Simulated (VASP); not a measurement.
# Bi (Fm-3m) in VASP: single point with PBE

Aim: the single point of Bi with PBE.

Program: VASP 6.6.1. These are calculated values, not measurements. Logs are shortened: lines on timing, memory, paths and dates and some standing lists are left out, and cuts for length are marked.

## 1. The cell of the first run

The structure is cubic, space group Fm-3m (No. 225). The conventional cell has a = 5.032 Å, b = 5.032 Å, c = 5.032 Å, α = 90.00°, β = 90.00°, γ = 90.00°. Bi (site symmetry m-3m) has 12 Bi at 3.56 Å within 4.7 Å.

This isn't the form of Bi at room conditions, which is rhombohedral.

## 2. Single point, PBE (31.86 Å³/atom)

INCAR reads:

```
ALGO     = Normal         # electronic algorithm
EDIFF    = 1E-6           # SCF threshold, eV
ENCUT    = 520            # plane-wave cutoff, eV
GGA      = PE             # functional
ISIF     = 2              # what is computed and relaxed
ISMEAR   = -1             # smearing method
LASPH    = T              # aspherical terms in the spheres
LCHARG   = F              # write CHGCAR
LREAL    = F              # projectors in reciprocal space
LWAVE    = F              # write WAVECAR
NBANDS   = 14             # bands
NELM     = 80             # most SCF steps
PREC     = Accurate       # precision mode
SIGMA    = 0.05           # smearing width, eV
```

KPOINTS reads:

```
k-points
0
Gamma
  14 14 14
```

POSCAR reads:

```
Bi
1.0
    0.0000000000      2.5161747668      2.5161747668
    2.5161747668      0.0000000000      2.5161747668
    2.5161747668      2.5161747668      0.0000000000
Bi
1
Direct
    0.0000000000      0.0000000000      0.0000000000
```

Potentials or basis: VASP PAW PBE potentials, release 64 (Bi_d).

The run is started by

```console
cat potpaw_PBE.64/Bi_d/POTCAR > POTCAR
mpirun -np 1 vasp_std > vasp.out
```

OUTCAR:

```text
EDIFF = 1E-6
   ENCUT = 520
   GGA = PE
   ISIF = 2
   ISMEAR = -1
   LASPH = T
   LREAL = F
   NELM = 80
   PREC = Accurate

 ion  position               nearest neighbor table
   1  0.000  0.000  0.000-

  LATTYP: Found a face centered cubic cell.
 ALAT       =     5.0323495336

  Lattice vectors:

 A1 = (   0.0000000000,   2.5161747668,   2.5161747668)
 A2 = (   2.5161747668,   0.0000000000,   2.5161747668)
 A3 = (   2.5161747668,   2.5161747668,   0.0000000000)

Analysis of symmetry for initial positions (statically):
=====================================================================
 Subroutine PRICEL returns:
 Original cell was already a primitive cell.

 Routine SETGRP: Setting up the symmetry group for a
 face centered cubic supercell.

 Subroutine GETGRP returns: Found 48 space group operations
 (whereof 48 operations were pure point group operations)
 out of a pool of 48 trial point group operations.

The static configuration has the point symmetry O_h .

Analysis of symmetry for dynamics (positions and initial velocities):
=====================================================================
 Subroutine PRICEL returns:
 Original cell was already a primitive cell.

 Routine SETGRP: Setting up the symmetry group for a
 face centered cubic supercell.

 Subroutine GETGRP returns: Found 48 space group operations
 (whereof 48 operations were pure point group operations)
 out of a pool of 48 trial point group operations.

The dynamic configuration has the point symmetry O_h .

 Subroutine INISYM returns: Found 48 space group operations
 (whereof 48 operations are pure point group operations),
 and found     1 'primitive' translations

----------------------------------------------------------------------------------------

                                     Primitive cell

  volume of cell :      31.8605

  direct lattice vectors                    reciprocal lattice vectors
     0.000000000  2.516174767  2.516174767    -0.198714337  0.198714337  0.198714337
     2.516174767  0.000000000  2.516174767     0.198714337 -0.198714337  0.198714337
     2.516174767  2.516174767  0.000000000     0.198714337  0.198714337 -0.198714337

  length of vectors
     3.558408481  3.558408481  3.558408481     0.344183327  0.344183327  0.344183327

  position of ions in fractional coordinates (direct lattice)
     0.000000000  0.000000000  0.000000000

[... 81 lines left out ...]
   ISIF   =      2    stress and relaxation
   ISYM   =      2    0-nonsym 1-usesym 2-fastsym
   POTIM  = 0.5000    time-step for ionic-motion
   TEBEG  =    0.0;   TEEND  =   0.0 temperature during run
   PSTRESS=    0.0 pullay stress
   NELECT =      15.0000    total number of electrons
   NUPDOWN=      -1.0000    fix difference up-down
   EMIN   =  10.00;   EMAX   =-10.00  energy-range for DOS
   EFERMI =   0.00;   METHOD = LEGACY
   ISMEAR =    -1;   SIGMA  =   0.05  broadening in eV -4-tet -1-fermi 0-gaus
   EFERMI_NEDOS =   21; number of points for ismear=-14 and -15
   IALGO  =     38    algorithm
   IMIX   =      4    mixing-type and parameters
     AMIX     =   0.40;   BMIX     =  1.00
     AMIX_MAG =   1.60;   BMIX_MAG =  1.00
  volume/ion in A,a.u.               =      31.86       215.01
  Fermi-wavevector in a.u.,A,eV,Ry     =   1.273565  2.406689 22.068212  1.621968
  Thomas-Fermi vector in A             =   2.406381
   LORBIT       =      0    0 simple, 1 ext, 2 COOP (PROOUT), +10 PAW based schemes
   GGA     = PE    functional components
   LHFCALC =     F    Hartree Fock is set to
   AEXX    =    0.0000 exact exchange contribution
   IVDW    =     0    specifies the selected vdW correction
   LEPSILON=     F    determine dielectric tensor
   LRPA    =     F    only Hartree local field effects (RPA)
 non-spin polarized calculation
  energy-cutoff  :      520.00
  volume of cell :       31.86
 maximum number of plane-waves:       882
   NGX = 13   NGY = 13   NGZ = 13

 number of electron      15.0000000 magnetization

 Free energy of the ion-electron system (eV)
  ---------------------------------------------------
  ext. energy  EPLUGINS =         0.00000000
  ---------------------------------------------------
  free energy    TOTEN  =        -3.70115506 eV

  energy without entropy =       -3.69408057  energy(sigma->0) =       -3.69761782

 E-fermi :   7.7526     XC(G=0): -10.1839

 val. band max:        7.7320641695   @ k =   0.4286   0.2857   0.1429
 cond. band min:       7.8131703881   @ k =  -0.1429   0.1429   0.0000
 fundamental gap:      0.0811062186
 Fermi energy:         7.7525757724

 k-point     1 :       0.0000    0.0000    0.0000
  band No.  band energies     occupation
      1     -15.3715      2.00000
      2     -15.3715      2.00000
      3     -15.3715      2.00000
      4     -15.3073      2.00000
      5     -15.3073      2.00000
      6      -5.7339      2.00000
      7      12.5011      0.00000
      8      12.5011      0.00000
      9      12.5011      0.00000
     10      16.2863      0.00000
     11      16.7892      0.00000
     12      18.3951      0.00000
     13      18.3951      0.00000
     14      18.3951      0.00000
[... 377 lines left out ...]
      1     -15.3857      2.00000
      2     -15.3412      2.00000
      3     -15.3292      2.00000
      4     -15.3063      2.00000
      5     -15.2715      2.00000
      6      -4.5223      2.00000
      7       6.9719      2.00000
      8      10.3344      0.00000
      9      10.4160      0.00000
     10      14.9541      0.00000
     11      16.3232      0.00000
     12      19.1434      0.00000
     13      20.4203      0.00000
     14      20.8918      0.00000

 [... further k-points ...]

------------------------ aborting loop because EDIFF is reached ----------------------------------------

  FORCE on cell =-STRESS in cart. coord.  units (eV):
  Direction    XX          YY          ZZ          XY          YZ          ZX
  --------------------------------------------------------------------------------------
  -------------------------------------------------------------------------------------
  Total       -0.0056098     -0.0056098     -0.0056098      0.0000000      0.0000000     -0.0000000
  in kB       -0.2821012     -0.2821012     -0.2821012      0.0000000      0.0000000     -0.0000000
  external PRESSURE =      -0.2821012 kB  Pullay stress =       0.0000000 kB

 VOLUME and BASIS-vectors are now :
 -----------------------------------------------------------------------------
  energy-cutoff  :      520.00
  volume of cell :       31.86
      direct lattice vectors                 reciprocal lattice vectors
     0.000000000  2.516174767  2.516174767    -0.198714337  0.198714337  0.198714337
     2.516174767  0.000000000  2.516174767     0.198714337 -0.198714337  0.198714337
     2.516174767  2.516174767  0.000000000     0.198714337  0.198714337 -0.198714337

 POSITION                                       TOTAL-FORCE (eV/Angst)
 -----------------------------------------------------------------------------------
      0.00000      0.00000      0.00000         0.000000      0.000000     -0.000000
 -----------------------------------------------------------------------------------
    total drift:                               -0.000000     -0.000000     -0.000000

  FREE ENERGIE OF THE ION-ELECTRON SYSTEM (eV)
  ---------------------------------------------------
  free  energy   TOTEN  =        -3.7011550600 eV

  energy  without entropy=       -3.6940805714  energy(sigma->0) =       -3.69761782
```

stdout:

```text
POSCAR found type information on POSCAR Bi
 POSCAR found :  1 types and       1 ions
 scaLAPACK will be used
 LDA part: xc-table for (Slater+PW92), standard interpolation
 POSCAR, INCAR and KPOINTS ok, starting setup
 FFT: planning ... GRIDC
 FFT: planning ... GRID_SOFT
 FFT: planning ... GRID
 WAVECAR not read
 entering main loop
```

Wall time 47 s (1 thread of Intel Xeon 8259CL, shared host); peak memory 0.18 GiB.

What came out:

```
Free energy            : -3.7012 eV
Pressure               : 0.0 GPa
Band gap on the k mesh : zero (an odd number of electrons rules out a gap without spin polarisation)
```

Caveat: spin-orbit coupling is left out, which moves the levels of the heavy elements.
